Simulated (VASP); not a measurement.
# Bi2Se3: single point with LDA

Bi2Se3:

```
Bi Se
1.0
     2.07150    1.19598    9.54533
    -2.07150    1.19598    9.54533
     0.00000   -2.39196    9.54533
Bi Se
2 3
Direct
  0.59920 0.59920 0.59920
  0.40080 0.40080 0.40080
  0.78830 0.78830 0.78830
  0.21170 0.21170 0.21170
  0.00000 0.00000 0.00000
```

* Program: VASP 6.6.1
* Task: single point
* Functional: LDA
* Potentials or basis: VASP PAW LDA potentials, release 64 (Bi_d, Se)
* Cutoff: 520 eV
* k mesh: 6 × 6 × 6
* Occupations: fermi-dirac, width 0.05 eV
* Spin: non-collinear spin, zero start, spin-orbit coupling
* Starting moments: [[0.0, 0.0, 0.0], [0.0, 0.0, 0.0], [0.0, 0.0, 0.0], [0.0, 0.0, 0.0], [0.0, 0.0, 0.0]] μB

| Item | Value |
| --- | --- |
| Pressure | -1.3 GPa |
| Largest force | 0.216 eV/Å |
| Net moment | 0.00 μB per cell |
| Valence electrons inside the program's atomic spheres | Bi 12.68; Se 3.77, 3.80 (each value once) |

Forces on the atoms (eV/Å):
```
Bi   0.000  0.000  0.216
Bi   0.000  0.000 -0.216
Se   0.000  0.000  0.160
Se   0.000  0.000 -0.160
Se   0.000  0.000  0.000
```

Stress tensor (GPa, compression positive):
```
-1.27  0.00  0.00
 0.00 -1.27  0.00
 0.00  0.00 -1.49
```

Moments on the atoms (μB; x, y, z):
```
Bi  0.00 0.00 0.00
Bi  0.00 0.00 0.00
Se  0.00 0.00 0.00
Se  0.00 0.00 0.00
Se  0.00 0.00 0.00
```

Wall time 87 min on 1 thread of Oxide Virtual Turin-like Processor, with other jobs on the host, peak memory 1.9 GiB.
